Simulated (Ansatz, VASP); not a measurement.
## SnO: VASP beside Ansatz

```
CELL_PARAMETERS angstrom
4.07090 0.00000 0.00000
0.00000 4.07090 0.00000
0.00000 0.00000 4.46490
ATOMIC_POSITIONS crystal
Sn 0.00000 0.50000 0.24253
Sn 0.50000 0.00000 0.75747
O 0.00000 0.00000 0.00000
O 0.50000 0.50000 0.00000
```

Alike in both runs: task single point; functional PBEsol; k mesh 10 × 10 × 8; occupations gaussian, width 0.15 eV; no spin polarisation.

|  | VASP | Ansatz |
| --- | --- | --- |
| version | VASP 6.6.1 | Ansatz 0.2.0 |
| potentials or method | VASP PAW PBE potentials, release 64 (Sn_d, O), cutoff 520 eV | scalar-relativistic, plane waves, PAW |
| valence electrons in the cell | 40 | 40 |

|  | VASP | Ansatz | Ansatz less VASP |
| --- | --- | --- | --- |
| gap on the k mesh at the Fermi level (eV) | 0.69 | 0.69 | +0.001 |
| least direct gap on the mesh (eV) | 1.61 | 1.62 | +0.013 |
| pressure (GPa) | -7.3 | -7.5 | -0.19 |
| traceless stress, the component that is largest in VASP (GPa) | 5.88 | 5.93 | +0.051 |
| rms of the force components (eV/Å) | 0.152 | 0.179 | +0.0272 |

VASP's potentials were made for PBE, not for PBEsol. Atom by atom the forces differ by 0.027 eV/Å (rms over components). With one functional, cell and mesh, what is left measures potentials, basis and numerics.
